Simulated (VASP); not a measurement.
Here is a VASP 6.6.1 calculation.

INCAR

```
PREC = Accurate
ENCUT = 520
EDIFF = 1E-6
ISMEAR = -1
SIGMA = 0.01
LREAL = Auto
LASPH = True
NELM = 100
ALGO = Normal
ISIF = 2
LWAVE = False
LCHARG = False
GGA = PE
NELECT = 288.0
NBANDS = 168
```

File KPOINTS:

```
regular mesh
0
Gamma
  3 3 2
```

File POSCAR:

```
Ti12PO23
1.0
    4.5922000000      4.5922000000      0.0000000000
   -4.5922000000      4.5922000000      0.0000000000
    0.0000000000      0.0000000000      8.8722000000
Ti P O
12 1 23
Direct
    0.0000000000      0.0000000000      0.0000000000
    0.0000000000      0.0000000000      0.3333333333
    0.0000000000      0.0000000000      0.6666666667
    0.5000000000      0.5000000000      0.0000000000
    0.5000000000      0.5000000000      0.3333333333
    0.5000000000      0.5000000000      0.6666666667
    0.5000000000      0.0000000000      0.1666666667
    0.5000000000      0.0000000000      0.5000000000
    0.5000000000      0.0000000000      0.8333333333
    0.0000000000      0.5000000000      0.1666666667
    0.0000000000      0.5000000000      0.5000000000
    0.0000000000      0.5000000000      0.8333333333
    0.3049600000      0.0000000000      0.0000000000
    0.3049600000      0.0000000000      0.3333333333
    0.3049600000      0.0000000000      0.6666666667
    0.8049600000      0.5000000000      0.0000000000
    0.8049600000      0.5000000000      0.3333333333
    0.8049600000      0.5000000000      0.6666666667
    0.5000000000      0.3049600000      0.1666666667
    0.5000000000      0.3049600000      0.5000000000
    0.5000000000      0.3049600000      0.8333333333
    0.0000000000      0.8049600000      0.1666666667
    0.0000000000      0.8049600000      0.5000000000
    0.0000000000      0.8049600000      0.8333333333
    0.6950400000      0.0000000000      0.0000000000
    0.6950400000      0.0000000000      0.3333333333
    0.6950400000      0.0000000000      0.6666666667
    0.1950400000      0.5000000000      0.0000000000
    0.1950400000      0.5000000000      0.3333333333
    0.1950400000      0.5000000000      0.6666666667
    0.5000000000      0.6950400000      0.1666666667
    0.5000000000      0.6950400000      0.5000000000
    0.5000000000      0.6950400000      0.8333333333
    0.0000000000      0.1950400000      0.1666666667
    0.0000000000      0.1950400000      0.5000000000
    0.0000000000      0.1950400000      0.8333333333
```

Potentials or basis: VASP PAW PBE potentials, release 64 (Ti_sv, P, O).

Command:

```console
$ cat potpaw_PBE.64/Ti_sv/POTCAR potpaw_PBE.64/P/POTCAR potpaw_PBE.64/O/POTCAR > POTCAR
$ mpirun -np 1 vasp_std > vasp.out
```

Question: What does it give for the largest force?

Answer: 7.809 eV/Å.

Forces in eV/Å, atoms in the order of the input:
```
Ti  -5.522 -5.522  0.000
Ti  -0.162 -0.162 -0.152
Ti  -0.162 -0.162  0.152
Ti   0.151  0.151  0.000
Ti  -0.024 -0.024 -0.311
Ti  -0.024 -0.024  0.311
Ti   4.097  4.097  4.799
Ti   0.140  0.140  0.000
Ti   4.097  4.097 -4.799
Ti  -0.051 -0.051  0.051
Ti   0.001  0.001  0.000
Ti  -0.051 -0.051 -0.051
P   -3.045 -3.045  0.000
O   -0.473 -0.473  0.650
O   -0.473 -0.473 -0.650
O   -0.064 -0.064  0.000
O   -0.065 -0.065  0.074
O   -0.065 -0.065 -0.074
O   -0.417  0.540  0.189
O   -0.004  0.011  0.000
O   -0.417  0.540 -0.189
O    0.388 -0.667  0.494
O    0.298 -0.265  0.000
O    0.388 -0.667 -0.494
O    0.222  0.222  0.000
O    0.760  0.760  1.123
O    0.760  0.760 -1.123
O    0.109  0.109  0.000
O    0.056  0.056  0.070
O    0.056  0.056 -0.070
O    0.540 -0.417  0.189
O    0.011 -0.004  0.000
O    0.540 -0.417 -0.189
O   -0.667  0.388  0.494
O   -0.265  0.298  0.000
O   -0.667  0.388 -0.494
```

Caveat: the cell carries a net charge on a neutralising background, which shifts energy and pressure.
